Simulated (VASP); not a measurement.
Runs of VASP 6.6.1 on Pb. The structure is that of space group P6_3/mmc (No. 194), or close to it. The cells are those of the table. 

```csv
cell,further INCAR settings,gap on the mesh (eV),pressure (GPa)
"a = 3.480, b = 3.480, c = 5.618 Å, angles 90.0, 90.0, 120.0°, 2 atoms",ALGO = Fast; EDIFF = 1e-07; NBANDS = 21,none,(b)
"a = 3.480, b = 3.480, c = 5.478 Å, angles 90.0, 90.0, 120.0°, 2 atoms",ALGO = Fast; EDIFF = 1e-06; NBANDS = 21,none,2.1
"a = 3.480, b = 3.480, c = 5.674 Å, angles 90.0, 90.0, 120.0°, 2 atoms",ALGO = Fast; EDIFF = 1e-07; NBANDS = 21,none,0.2
"a = 3.480, b = 3.480, c = 5.702 Å, angles 90.0, 90.0, 120.0°, 2 atoms",ALGO = Fast; EDIFF = 1e-06; NBANDS = 21,none,-0.1
"a = 3.480, b = 3.480, c = 5.534 Å, angles 90.0, 90.0, 120.0°, 2 atoms",ALGO = Fast; EDIFF = 1e-06; NBANDS = 21,none,(a)
```

Alike in all rows: task single point; level PBEsol; potentials or basis VASP PAW PBE potentials, release 64 (Pb_d); no spin polarisation; k mesh 15 × 15 × 10; cutoff (eV) 520; smearing gaussian 0.15 eV.

Question: Fill in the values left out.

Answer: (a) 1.5; (b) 0.7.

Caveats: the PAW data sets were made with another functional, which shifts forces and pressure a little; spin-orbit coupling is left out, which moves the levels of the heavy elements.

A k mesh can miss the band edges, and the runs leave out spin-orbit coupling on Pb.

A gap of «none» marks levels without a gap at the run's occupations.
